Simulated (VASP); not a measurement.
## Fe: single point with RPBE

The system is Fe.

```xyz
1
Lattice="-1.4713 1.4713 1.4713 1.4713 -1.4713 1.4713 1.4713 1.4713 -1.4713" Properties=species:S:1:pos:R:3 pbc="T T T"
Fe    0.0000    0.0000    0.0000
```

This cell differs from its parent crystal: volume scaled by 1.06.

```json
{
  "Program": "VASP 6.6.1",
  "Task": "single point",
  "Functional": "RPBE",
  "Potentials or basis": "VASP PAW PBE potentials, release 64 (Fe)",
  "Cutoff": "600 eV",
  "k mesh": "13 × 13 × 13",
  "Occupations": "fermi-dirac, width 0.01 eV",
  "Spin": "collinear spin, zero start",
  "Starting moments": "[0.0] μB",
  "Fixed moment": "0 μB"
}
```

```json
{"Pressure": "-28.8 GPa", "Net moment": "0.00 μB per cell", "Valence electrons inside the program's atomic spheres": "Fe 7.04"}
```

Wall time 54 s on 1 thread of Intel Xeon 8259CL, on a shared host, peak memory 0.15 GiB.

Caveat: the PAW data sets were made with another functional, which shifts forces and pressure a little; the total moment is fixed, so each spin has its own Fermi level.
